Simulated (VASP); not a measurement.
Set up this calculation in VASP 6.6.1, as the native input.

```
Task                   : single point
Functional             : LDA
Potentials or basis    : VASP PAW LDA potentials, release 64 (Rh_pv)
Cutoff                 : 520 eV
k mesh                 : 18 × 18 × 6
Occupations            : gaussian, width 0.15 eV
Spin                   : no spin polarisation
Dipole correction      : no
Further INCAR settings : ALGO = Fast; EDIFF = 1e-07; NBANDS = 38
```

The structure of Rh lies in POSCAR:

```
Rh
1.0
    2.9981840150      0.0000000000      0.0000000000
   -1.4990920075      2.2591398633      0.0000000000
    0.0000000000      0.0000000000      7.7135244811
Rh
4
Direct
    0.0000000000      0.0000000000      0.0000000000
    0.3333333333      0.6666666667      0.2500000000
    0.0000000000      0.0000000000      0.5000000000
    0.6666666667      0.3333333333      0.7500000000
```

This cell differs from its parent crystal: strain +e along x and -e along y +0.0733, strain +e along z and -e/2 along x and y -0.1100.

These files were run (other wordings do the same):

INCAR

```
SYSTEM = Rh
ALGO = Fast
EDIFF = 1E-7
ENCUT = 520
GGA = CA
ISIF = 2
ISMEAR = 0
LASPH = .TRUE.
LCHARG = .FALSE.
LREAL = .FALSE.
LWAVE = .FALSE.
NBANDS = 38
NELM = 60
PREC = Accurate
SIGMA = 0.15
```

KPOINTS

```
k-points
0
G
  18 18 6
  0 0 0
```

Potentials or basis: VASP PAW LDA potentials, release 64 (Rh_pv).

Command:

```console
$ cat potpaw_LDA.64/Rh_pv/POTCAR > POTCAR
$ mpirun -np 1 vasp_std > vasp.out
```

It gave:

```json
{
  "Pressure": "18.0 GPa",
  "Largest force": "1.028 eV/Å",
  "Band gap on the k mesh": "zero (bands 30 and 31 overlap by 2.23 eV)"
}
```

Caveat: the cell differs from its parent crystal (strain +e along x and -e along y +0.0733, strain +e along z and -e/2 along x and y -0.1100); the stress differs along the axes, from -3 to 48 GPa; forces of over 1 eV/Å act on the atoms, so gaps and moduli don't describe the material at rest.

Run time: 9 min on 1 thread of Intel(R) Xeon(R) Platinum 8375C CPU @ 2.90GHz (Ice Lake) (shared host), peak memory 0.54 GiB.
